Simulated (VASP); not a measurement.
Ta: single point with PBEsol

Crystal: Ta.

```
CELL_PARAMETERS angstrom
-1.65128 1.65128 1.65128
1.65128 -1.65128 1.65128
1.65128 1.65128 -1.65128
ATOMIC_POSITIONS crystal
Ta 0.00000 0.00000 0.00000
```

```json
{
 "Program": "VASP 6.6.1",
 "Task": "single point",
 "Functional": "PBEsol",
 "Potentials or basis": "VASP PAW PBE potentials, release 64 (Ta_pv)",
 "Cutoff": "520 eV",
 "k mesh": "17 × 17 × 17",
 "Occupations": "fermi-dirac, width 0.08 eV",
 "Spin": "no spin polarisation",
 "Dipole correction": "no",
 "Further INCAR settings": "ALGO = Normal; EDIFF = 1e-06; NBANDS = 12"
}
```

| Item | Value |
| --- | --- |
| Pressure | -3.6 GPa |

Levels at points of the mesh, in eV from the Fermi level:
```csv
k point,band 2,band 3,band 4,band 5,band 6,band 7,band 8,band 9,band 10,band 11
"(0.00, 0.00, 0.00)",-33.03,-33.03,-7.93,0.72,0.72,0.72,3.99,3.99,14.66,15.04
```

Run time: 14 s on 1 thread of Intel(R) Xeon(R) Platinum 8488C (Sapphire Rapids) (shared host), peak memory 0.16 GiB.

Caveat: the PAW data sets were made with another functional, which shifts forces and pressure a little; spin-orbit coupling is left out, which moves the levels of the heavy elements.
